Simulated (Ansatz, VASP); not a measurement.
# SnSe: VASP beside Ansatz

```
Sn Se
1.0
     0.00000   -4.16723    0.00000
     0.00000    0.00000   -4.38840
    11.48362   -0.34713    0.36555
Sn Se
4 4
Direct
  0.69855 0.95539 0.61766
  0.21815 0.12791 0.38234
  0.17650 0.47744 0.88234
  0.74020 0.60586 0.11766
  0.72026 0.55274 0.35699
  0.19644 0.53056 0.64301
  0.23809 0.03492 0.14301
  0.67861 0.04838 0.85699
```

Alike in both runs: task single point; functional PBE; dispersion D3(BJ); k mesh 8 × 8 × 3; occupations gaussian, width 0.05 eV; no spin polarisation.

|  | VASP | Ansatz |
| --- | --- | --- |
| version | VASP 6.6.1 | Ansatz 0.2.0 |
| potentials or method | VASP PAW PBE potentials, release 64 (Sn_d, Se), cutoff 520 eV | scalar-relativistic, plane waves, PAW |
| valence electrons in the cell | 80 | 120 |

```csv
,VASP,Ansatz,Ansatz less VASP
gap on the k mesh at the Fermi level (eV),0.55,0.56,+0.010
least direct gap on the mesh (eV),0.92,0.93,+0.008
pressure (GPa),0.1,0.1,-0.02
"traceless stress, the component that is largest in VASP (GPa)",0.51,0.51,+0.004
rms of the force components (eV/Å),0.077,0.079,+0.0020
```

Atom by atom the forces differ by 0.008 eV/Å (rms over components). VASP's potentials hold 80 valence electrons a cell and Ansatz's 120, so a difference there can come from the potentials and not from the codes.
